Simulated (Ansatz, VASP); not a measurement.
## Two plane-wave programs on HRh8

INCAR

```
SYSTEM = HRh8
  PREC = Accurate
  ENCUT = 520
  EDIFF = 1E-6
  ISMEAR = 0
  SIGMA = 0.1
  LREAL = .False.
  LASPH = .True.
  NELM = 100
  ALGO = Normal
  ISIF = 2
  LWAVE = .False.
  LCHARG = .True.
  LDIPOL = .True.
  IDIPOL = 3
  DIPOL = 0.5 0.5 0.305
  GGA = PE
  IVDW = 12
  LELF = .True.
  LVHAR = .True.
  LVACPOTAV = .True.
  NBANDS = 70
```

File KPOINTS:

```
Automatic mesh
0
Gamma
  5 7 1
  0 0 0
```

POSCAR

```
HRh8
1.0
    5.3650160441      0.0000000000      0.0000000000
    0.0000000000      3.7936392259      0.0000000000
    0.0000000000      0.0000000000     21.2400770646
Rh H
8 1
Direct
    0.2500000000      0.5000000000      0.1883232338
    0.7500000000      0.5000000000      0.1883232338
    0.0000000000      0.0000000000      0.2514705570
    0.5000000000      0.0000000000      0.2514705570
    0.2500000000      0.5000000000      0.3153506346
    0.7500000000      0.5000000000      0.3153506346
    0.0000000000      0.0000000000      0.3738252475
    0.5000000000      0.0000000000      0.3738252475
    0.0000000000      0.2500000000      0.4915272686
```

Input for Ansatz:

```yaml
crystal:
  lattice:
    - [5.3650160441, 0.0, 0.0]
    - [0.0, 3.7936392259, 0.0]
    - [0.0, 0.0, 21.2400770646]
  atoms:
    - { symbol: Rh, position: [0.25, 0.5, 0.1883232338] }
    - { symbol: Rh, position: [0.75, 0.5, 0.1883232338] }
    - { symbol: Rh, position: [0.0, 0.0, 0.251470557] }
    - { symbol: Rh, position: [0.5, 0.0, 0.251470557] }
    - { symbol: Rh, position: [0.25, 0.5, 0.3153506346] }
    - { symbol: Rh, position: [0.75, 0.5, 0.3153506346] }
    - { symbol: Rh, position: [0.0, 0.0, 0.3738252475] }
    - { symbol: Rh, position: [0.5, 0.0, 0.3738252475] }
    - { symbol: H, position: [0.0, 0.25, 0.4915272686] }
basis:
  ecutwfc: 420
kpoints:
  mp_grid: { grid: [5, 7, 1] }
hamiltonian:
  xc: pbe
  pseudopotentials: { kind: paw, azcp: { folder: soft_1 } }
  dispersion: d3bj
scf:
  occupations: { method: gaussian, width: 0.1 }
output:
  forces: true
  eigenvalues: true
efield:
  axis: 3
  dipole_correction: true
  ramp_width: 0.04
```

Alike in both runs: task single point; functional PBE; dispersion D3(BJ); k mesh 5 × 7 × 1; occupations gaussian, width 0.1 eV; no spin polarisation.

```csv
,VASP,Ansatz
version,VASP 6.6.1,Ansatz 0.2.0
potentials or method,"VASP PAW PBE potentials, release 64 (Rh_pv, H), cutoff 520 eV","scalar-relativistic, plane waves, PAW"
valence electrons in the cell,121,137
```

VASP gave:

```
gap on the k mesh at the Fermi level (eV)  : none
rms of the force components (eV/Å)         : 0.517
work function, face that differs most (eV) : 4.53
```

Question: Estimate Ansatz's values.

Answer: gap on the k mesh at the Fermi level (eV): none; rms of the force components (eV/Å): 0.516; work function, face that differs most (eV): 4.53.

Atom by atom the forces differ by 0.002 eV/Å (rms over components). A gap of «none» marks a metal or a gap that the smearing closes. VASP's potentials hold 121 valence electrons a cell and Ansatz's 137, so a difference there can come from the potentials and not from the codes.
